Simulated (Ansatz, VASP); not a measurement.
**One calculation of Nb, two programs**

```
Nb
1.0
     4.88416    0.00000    0.00000
    -2.44208    4.22980    0.00000
     0.00000    0.00000    2.68506
Nb
3
Direct
  0.00000 0.00000 0.00000
  0.33333 0.66667 0.50000
  0.66667 0.33333 0.50000
```

Alike in both runs: functional PBE; k mesh 9 × 9 × 12; occupations fermi-dirac, width 0.05 eV; no spin polarisation.

Ansatz relaxed the structure, and its values are those at the end. VASP's run is a single point on that final structure, the one shown.

```csv
,VASP,Ansatz
version,VASP 6.6.1,Ansatz 0.2.0
potentials or method,"VASP PAW PBE potentials, release 64 (Nb_sv)","PAW with Ansatz's default frozen-core files, scalar-relativistic"
plane-wave cutoff (eV),520,420
valence electrons in the cell,39,39
```

Ansatz gave:

```
pressure (GPa) : 0.0
```

Question: What did VASP give for the same quantities?

Answer: Pressure (GPa): -0.3.
